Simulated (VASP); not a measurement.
# Mg2ZnO3 (P-3m1) in VASP: a series of runs

Runs on Mg2ZnO3. Level: PBEsol. Tasks: single point.

Everything below comes from runs of VASP 6.6.1. Logs are shortened: lines on timing, memory, paths and dates and some standing lists are left out, and cuts for length are marked.

## (1) The cell of the first run

Symmetry: P-3m1, No. 164, trigonal system. The conventional cell has a = 3.033 Å, b = 3.033 Å, c = 7.403 Å, α = 90.00°, β = 90.00°, γ = 120.00°. Within 2.8 Å of Mg (site symmetry 3m) lie 6 O at 2.12 to 2.14 Å. Zn (site symmetry -3m) has 6 O at 2.17 Å within 2.9 Å. Within 2.8 Å of O (site symmetry 3m) lie 3 Mg at 2.12 Å and 3 Zn at 2.17 Å. Within 2.8 Å of O (site symmetry -3m) lie 6 Mg at 2.14 Å.

## (2) Single point, PBEsol

INCAR

```
SYSTEM = Mg2ZnO3
PREC = Accurate
ENCUT = 520
EDIFF = 1E-6
ISMEAR = 0
SIGMA = 0.01
LREAL = .False.
LASPH = .True.
NELM = 100
ALGO = Normal
ISIF = 2
LWAVE = .False.
LCHARG = .False.
GGA = PS
NBANDS = 26
```

KPOINTS

```
Automatic mesh
0
Gamma
  5 5 2
  0 0 0
```

POSCAR

```
Mg2ZnO3
1.0
    3.0329990000      0.0000000000      0.0000000000
   -1.5164990000      2.6266540000      0.0000000000
    0.0000000000      0.0000000000      7.4033160000
Mg Zn O
2 1 3
Direct
    0.3333333333      0.6666666667      0.6658000000
    0.6666666667      0.3333333333      0.3342000000
    0.0000000000      0.0000000000      0.0000000000
    0.3333333333      0.6666666667      0.1726190000
    0.6666666667      0.3333333333      0.8273810000
    0.0000000000      0.0000000000      0.5000000000
```

Potentials or basis: VASP PAW PBE potentials, release 64 (Mg, Zn, O).

Launch:

```bash
> cat potpaw_PBE.64/Mg/POTCAR potpaw_PBE.64/Zn/POTCAR potpaw_PBE.64/O/POTCAR > POTCAR
> mpirun -np 1 vasp_std > vasp.out
```

OUTCAR:

```text
SYSTEM = Mg2ZnO3
   PREC = Accurate
   ENCUT = 520
   EDIFF = 1E-6
   ISMEAR = 0
   LREAL = .False.
   LASPH = .True.
   NELM = 100
   ISIF = 2
   GGA = PS

 ion  position               nearest neighbor table
   1  0.333  0.667  0.666-   5 2.12   5 2.12   5 2.12   6 2.14   6 2.14   6 2.14   2 3.02   2 3.02
                             2 3.02   3 3.03   3 3.03   3 3.03
   2  0.667  0.333  0.334-   4 2.12   4 2.12   4 2.12   6 2.14   6 2.14   6 2.14   1 3.02   1 3.02
                             1 3.02   3 3.03   3 3.03   3 3.03
   3  0.000  0.000  0.000-   4 2.17   5 2.17   4 2.17   5 2.17   5 2.17   4 2.17   1 3.03   2 3.03
                             1 3.03   2 3.03   1 3.03   2 3.03
   4  0.333  0.667  0.173-   2 2.12   2 2.12   2 2.12   3 2.17   3 2.17   3 2.17
   5  0.667  0.333  0.827-   1 2.12   1 2.12   1 2.12   3 2.17   3 2.17   3 2.17
   6  0.000  0.000  0.500-   1 2.14   2 2.14   1 2.14   2 2.14   2 2.14   1 2.14

  LATTYP: Found a hexagonal cell.
 ALAT       =     3.0329990000
 C/A-ratio  =     2.4409226643

  Lattice vectors:

 A1 = (   3.0329990000,   0.0000000000,   0.0000000000)
 A2 = (  -1.5164990000,   2.6266540000,   0.0000000000)
 A3 = (   0.0000000000,   0.0000000000,   7.4033160000)

Analysis of symmetry for initial positions (statically):
=====================================================================
 Subroutine PRICEL returns:
 Original cell was already a primitive cell.

 Routine SETGRP: Setting up the symmetry group for a
 hexagonal supercell.

 Subroutine GETGRP returns: Found 12 space group operations
 (whereof 12 operations were pure point group operations)
 out of a pool of 24 trial point group operations.

The static configuration has the point symmetry D_3d.

Analysis of symmetry for dynamics (positions and initial velocities):
=====================================================================
 Subroutine PRICEL returns:
 Original cell was already a primitive cell.

 Routine SETGRP: Setting up the symmetry group for a
 hexagonal supercell.

 Subroutine GETGRP returns: Found 12 space group operations
 (whereof 12 operations were pure point group operations)
 out of a pool of 24 trial point group operations.

The dynamic configuration has the point symmetry D_3d.

 Subroutine INISYM returns: Found 12 space group operations
 (whereof 12 operations are pure point group operations),
 and found     1 'primitive' translations

----------------------------------------------------------------------------------------

                                     Primitive cell

  volume of cell :      58.9795

  direct lattice vectors                    reciprocal lattice vectors
     3.032999000  0.000000000  0.000000000     0.329706670  0.190356185  0.000000000
    -1.516499000  2.626654000  0.000000000     0.000000000  0.380712496  0.000000000
     0.000000000  0.000000000  7.403316000     0.000000000  0.000000000  0.135074607

  length of vectors
     3.032999000  3.032998591  7.403316000     0.380712444  0.380712496  0.135074607

  position of ions in fractional coordinates (direct lattice)
     0.333333333  0.666666667  0.665800000
     0.666666667  0.333333333  0.334200000
     0.000000000  0.000000000  0.000000000
     0.333333333  0.666666667  0.172619000
     0.666666667  0.333333333  0.827381000
     0.000000000  0.000000000  0.500000000

  ion indices of the primitive-cell ions
   primitive index   ion index
                 1           1
                 2           2
                 3           3
                 4           4
                 5           5
                 6           6

----------------------------------------------------------------------------------------

 KPOINTS: Automatic mesh

Automatic generation of k-mesh.
 Grid dimensions read from file:
 generate k-points for:    5    5    2

 Generating k-lattice:

  Cartesian coordinates                     Fractional coordinates (reciprocal lattice)
     0.065941334  0.038071237  0.000000000     0.200000000 -0.000000000  0.000000000
     0.000000000  0.076142499  0.000000000     0.000000000  0.200000000  0.000000000
     0.000000000  0.000000000  0.067537304     0.000000000  0.000000000  0.500000000

  Length of vectors
     0.076142489  0.076142499  0.067537304

  Shift w.r.t. Gamma in fractional coordinates (k-lattice)
     0.000000000  0.000000000  0.000000000

 Subroutine IBZKPT returns following result:
 ===========================================

 Found     10 irreducible k-points:

 Following reciprocal coordinates:
            Coordinates               Weight
  0.000000  0.000000  0.000000      1.000000
  0.200000  0.000000  0.000000      6.000000
  0.400000  0.000000  0.000000      6.000000
  0.200000  0.200000  0.000000      6.000000
  0.400000  0.200000  0.000000      6.000000
  0.000000  0.000000  0.500000      1.000000
  0.200000  0.000000  0.500000      6.000000
  0.400000  0.000000  0.500000      6.000000
  0.200000  0.200000  0.500000      6.000000
  0.400000  0.200000  0.500000      6.000000
   k-points           NKPTS =     10   k-points in BZ     NKDIM =     10   number of bands    NBANDS=     26
   number of dos      NEDOS =    301   number of ions     NIONS =      6
   total plane-waves  NPLWV =  32256
   dimension x,y,z NGX =    24 NGY =   24 NGZ =   56
   dimension x,y,z NGXF=    48 NGYF=   48 NGZF=  112
   ions per type =               2   1   3
   NGX,Y,Z   is equivalent  to a cutoff of  13.15, 13.15, 12.58 a.u.
   NGXF,Y,Z  is equivalent  to a cutoff of  26.31, 26.31, 25.15 a.u.
 SYSTEM =  Mg2ZnO3
   PREC   = accura    normal or accurate (medium, high low for compatibility)
   ISTART =      0    job   : 0-new  1-cont  2-samecut
   ICHARG =      2    charge: 1-file 2-atom 10-const
   ISPIN  =      1    spin polarized calculation?
   LNONCOLLINEAR =      F non collinear calculations
   LSORBIT =      F    spin-orbit coupling
   LASPH  =      T    aspherical Exc in radial PAW
   ENCUT  =  520.0 eV  38.22 Ry    6.18 a.u.   5.64  5.64 13.77*2*pi/ulx,y,z
   NELM   =    100;   NELMIN=  2; NELMDL= -5     # of ELM steps
   EDIFF  = 0.1E-05   stopping-criterion for ELM
   LREAL  =      F    real-space projection
   EDIFFG = 0.1E-04   stopping-criterion for IOM
   NSW    =      0    number of steps for IOM
   IBRION =     -1    ionic relax: 0-MD 1-quasi-New 2-CG
   NFREE  =      0    steps in history (QN), initial steepest desc. (CG)
   ISIF   =      2    stress and relaxation
   ISYM   =      2    0-nonsym 1-usesym 2-fastsym
   POTIM  = 0.5000    time-step for ionic-motion
   TEBEG  =    0.0;   TEEND  =   0.0 temperature during run
   PSTRESS=    0.0 pullay stress
   NELECT =      34.0000    total number of electrons
   NUPDOWN=      -1.0000    fix difference up-down
   EMIN   =  10.00;   EMAX   =-10.00  energy-range for DOS
   EFERMI =   0.00;   METHOD = LEGACY
   ISMEAR =     0;   SIGMA  =   0.01  broadening in eV -4-tet -1-fermi 0-gaus
   EFERMI_NEDOS =   21; number of points for ismear=-14 and -15
   IALGO  =     38    algorithm
   IMIX   =      4    mixing-type and parameters
     AMIX     =   0.40;   BMIX     =  1.00
     AMIX_MAG =   1.60;   BMIX_MAG =  1.00
  volume/ion in A,a.u.               =       9.83        66.34
  Fermi-wavevector in a.u.,A,eV,Ry     =   1.362492  2.574737 25.257648  1.856385
  Thomas-Fermi vector in A             =   2.488977
   LORBIT       =      0    0 simple, 1 ext, 2 COOP (PROOUT), +10 PAW based schemes
   GGA     = PS    functional components
   LHFCALC =     F    Hartree Fock is set to
   AEXX    =    0.0000 exact exchange contribution
   IVDW    =     0    specifies the selected vdW correction
   LEPSILON=     F    determine dielectric tensor
   LRPA    =     F    only Hartree local field effects (RPA)
 non-spin polarized calculation
 Gauss-broadening in eV      SIGMA  =   0.01
  energy-cutoff  :      520.00
  volume of cell :       58.98
 maximum number of plane-waves:      1612
 NGX is ok and might be reduce to    24
   NGX = 11   NGY = 11   NGZ = 27

 number of electron      34.0000021 magnetization

 Free energy of the ion-electron system (eV)
  ---------------------------------------------------
  ext. energy  EPLUGINS =         0.00000000
  ---------------------------------------------------
  free energy    TOTEN  =       -34.47996890 eV

  energy without entropy =      -34.47996890  energy(sigma->0) =      -34.47996890

 E-fermi :   2.7737     XC(G=0): -11.5543

 val. band max:        2.6686048854   @ k =   0.0000   0.0000   0.5000
 cond. band min:       5.4522104129   @ k =   0.0000   0.0000   0.0000
 fundamental gap:      2.7836055275
 Fermi energy:         2.7736866137

 k-point     1 :       0.0000    0.0000    0.0000
  band No.  band energies     occupation
      1     -14.8441      2.00000
      2     -14.0195      2.00000
      3     -13.7945      2.00000
      4      -2.8617      2.00000
      5      -2.0303      2.00000
      6      -2.0303      2.00000
[... 18 lines left out ...]
     25      18.0762      0.00000
     26      18.0762      0.00000

 k-point     2 :       0.2000    0.0000    0.0000
  band No.  band energies     occupation
      1     -14.4993      2.00000
      2     -13.8387      2.00000
      3     -13.5992      2.00000
      4      -2.5239      2.00000
      5      -2.3414      2.00000
      6      -1.9292      2.00000
[... 18 lines left out ...]
     25      15.9429      0.00000
     26      17.2112      0.00000

 k-point     3 :       0.4000    0.0000    0.0000
  band No.  band energies     occupation
      1     -13.8005      2.00000
      2     -13.5585      2.00000
      3     -13.2893      2.00000
      4      -2.9118      2.00000
      5      -2.3289      2.00000
      6      -1.9663      2.00000
[... 18 lines left out ...]
     25      15.2303      0.00000
     26      16.5755      0.00000

 k-point     4 :       0.2000    0.2000    0.0000
  band No.  band energies     occupation
      1     -13.9730      2.00000
      2     -13.5983      2.00000
      3     -13.3422      2.00000
      4      -2.4429      2.00000
      5      -2.3351      2.00000
      6      -2.0451      2.00000
[... 18 lines left out ...]
     25      14.4727      0.00000
     26      16.4814      0.00000

 k-point     5 :       0.4000    0.2000    0.0000
  band No.  band energies     occupation
      1     -13.5272      2.00000
      2     -13.4993      2.00000
      3     -13.2019      2.00000
      4      -2.7491      2.00000
      5      -2.2999      2.00000
      6      -2.0063      2.00000
[... 18 lines left out ...]
     25      14.1174      0.00000
     26      15.0573      0.00000

 k-point     6 :       0.0000    0.0000    0.5000
  band No.  band energies     occupation
      1     -14.6504      2.00000
      2     -14.4623      2.00000
      3     -13.5333      2.00000
      4      -3.1821      2.00000
      5      -2.0310      2.00000
      6      -2.0310      2.00000
[... 18 lines left out ...]
     25      16.8402      0.00000
     26      18.1531      0.00000

 k-point     7 :       0.2000    0.0000    0.5000
  band No.  band energies     occupation
      1     -14.3391      2.00000
      2     -14.1771      2.00000
      3     -13.4151      2.00000
      4      -2.6905      2.00000
      5      -2.2317      2.00000
      6      -1.9302      2.00000
[... 18 lines left out ...]
     25      17.2130      0.00000
     26      17.4381      0.00000

 k-point     8 :       0.4000    0.0000    0.5000
  band No.  band energies     occupation
      1     -13.7418      2.00000
      2     -13.6476      2.00000
      3     -13.2593      2.00000
      4      -2.9978      2.00000
      5      -2.3307      2.00000
      6      -1.9678      2.00000
[... 18 lines left out ...]
     25      15.1568      0.00000
     26      16.7004      0.00000

 k-point     9 :       0.2000    0.2000    0.5000
  band No.  band energies     occupation
      1     -13.8797      2.00000
      2     -13.7623      2.00000
      3     -13.2713      2.00000
      4      -2.3872      2.00000
      5      -2.3748      2.00000
      6      -2.0305      2.00000
[... 18 lines left out ...]
     25      15.6753      0.00000
     26      15.8779      0.00000

 k-point    10 :       0.4000    0.2000    0.5000
  band No.  band energies     occupation
      1     -13.5366      2.00000
      2     -13.4869      2.00000
      3     -13.2050      2.00000
      4      -2.8505      2.00000
      5      -2.2665      2.00000
      6      -2.1081      2.00000
[... 18 lines left out ...]
     25      14.4597      0.00000
     26      15.2823      0.00000

------------------------ aborting loop because EDIFF is reached ----------------------------------------

  FORCE on cell =-STRESS in cart. coord.  units (eV):
  Direction    XX          YY          ZZ          XY          YZ          ZX
  --------------------------------------------------------------------------------------
  -------------------------------------------------------------------------------------
  Total       -2.1357215     -2.1357212     -2.1953927     -0.0000004      0.0000000     -0.0000000
  in kB      -58.0168003    -58.0167922    -59.6377663     -0.0000110      0.0000000     -0.0000000
  external PRESSURE =     -58.5571196 kB  Pullay stress =       0.0000000 kB

 VOLUME and BASIS-vectors are now :
 -----------------------------------------------------------------------------
  energy-cutoff  :      520.00
  volume of cell :       58.98
      direct lattice vectors                 reciprocal lattice vectors
     3.032999000  0.000000000  0.000000000     0.329706670  0.190356185  0.000000000
    -1.516499000  2.626654000  0.000000000     0.000000000  0.380712496  0.000000000
     0.000000000  0.000000000  7.403316000     0.000000000  0.000000000  0.135074607

 POSITION                                       TOTAL-FORCE (eV/Angst)
 -----------------------------------------------------------------------------------
      0.00000      1.75110      4.92913         0.000000     -0.000000      0.013661
      1.51650      0.87555      2.47419         0.000000      0.000000     -0.013661
      0.00000      0.00000      0.00000         0.000000      0.000000      0.000000
      0.00000      1.75110      1.27795         0.000000      0.000000     -0.100860
      1.51650      0.87555      6.12536        -0.000000      0.000000      0.100860
      0.00000      0.00000      3.70166         0.000000      0.000000      0.000000
 -----------------------------------------------------------------------------------
    total drift:                               -0.000000      0.000000      0.000000

  FREE ENERGIE OF THE ION-ELECTRON SYSTEM (eV)
  ---------------------------------------------------
  free  energy   TOTEN  =       -34.4799689029 eV

  energy  without entropy=      -34.4799689029  energy(sigma->0) =      -34.47996890
```

Wall time 22 s (1 thread of Intel Xeon Platinum 8488C (Sapphire Rapids), shared host); peak memory 0.18 GiB.

What came out:

| Item | Value |
| --- | --- |
| Free energy | -34.4800 eV |
| Pressure | -5.9 GPa |
| Largest force | 0.101 eV/Å |
| Band gap on the k mesh | 2.78 eV, indirect (least direct gap 2.87 eV) |

Forces on the atoms (eV/Å):
```
Mg   0.000  0.000  0.014
Mg   0.000  0.000 -0.014
Zn   0.000  0.000  0.000
O    0.000  0.000 -0.101
O    0.000  0.000  0.101
O    0.000  0.000  0.000
```

Stress tensor (GPa, compression positive):
```
-5.80  0.00  0.00
 0.00 -5.80  0.00
 0.00  0.00 -5.96
```

Levels at points of the mesh, in eV from the valence-band top:
```tsv
k point	band 15	band 16	band 17	band 18	band 19	band 20
(0.00, 0.00, 0.00)	-0.44	-0.09	-0.09	2.78	6.19	6.48
(0.00, 0.00, 0.50)	-0.71	0.00	0.00	3.90	5.09	6.72
```

Caveat: the k points lie up to 0.48 Å⁻¹ apart; the PAW data sets were made with another functional, which shifts forces and pressure a little.

## (3) Single point, PBEsol

INCAR

```
PREC     = Accurate       # precision mode
ENCUT    = 520            # plane-wave cutoff, eV
EDIFF    = 1E-7           # SCF threshold, eV
ISMEAR   = 0              # smearing method
SIGMA    = 0.01           # smearing width, eV
LREAL    = False          # projectors in reciprocal space
LASPH    = True           # aspherical terms in the spheres
NELM     = 60             # most SCF steps
ALGO     = Normal         # electronic algorithm
ISIF     = 2              # what is computed and relaxed
LWAVE    = False          # write WAVECAR
LCHARG   = False          # write CHGCAR
GGA      = PS             # functional
NBANDS   = 26             # bands
```

KPOINTS

```
Automatic mesh
0
Gamma
  7 7 3
```

POSCAR is that of step 2.

Potentials or basis: VASP PAW PBE potentials, release 64 (Mg, Zn, O).

Launch:

```bash
> cat potpaw_PBE.64/Mg/POTCAR potpaw_PBE.64/Zn/POTCAR potpaw_PBE.64/O/POTCAR > POTCAR
> mpirun -np 1 vasp_std > vasp.out
```

Wall time 30 s (1 thread of Intel Xeon Platinum 8488C (Sapphire Rapids), shared host); peak memory 0.19 GiB.

The run converged. Its results:

```yaml
Free_energy: -34.4855 eV
Pressure: -5.8 GPa
Largest_force: 0.103 eV/Å
Band_gap_on_the_k_mesh: 2.80 eV, indirect (least direct gap 2.87 eV)
```

Forces on the atoms (eV/Å):
```
Mg   0.000  0.000  0.013
Mg   0.000  0.000 -0.013
Zn   0.000  0.000  0.000
O    0.000  0.000 -0.103
O    0.000  0.000  0.103
O    0.000  0.000  0.000
```

Stress tensor (GPa, compression positive):
```
-5.80  0.00  0.00
 0.00 -5.80  0.00
 0.00  0.00 -5.92
```

Levels at points of the mesh, in eV from the valence-band top:
```
           k point  band 14  band 15  band 16  band 17  band 18  band 19  band 20  band 21
(0.00, 0.00, 0.00)    -0.42    -0.42    -0.07    -0.07     2.80     6.21     6.50    11.12
```

Caveat: the PAW data sets were made with another functional, which shifts forces and pressure a little.
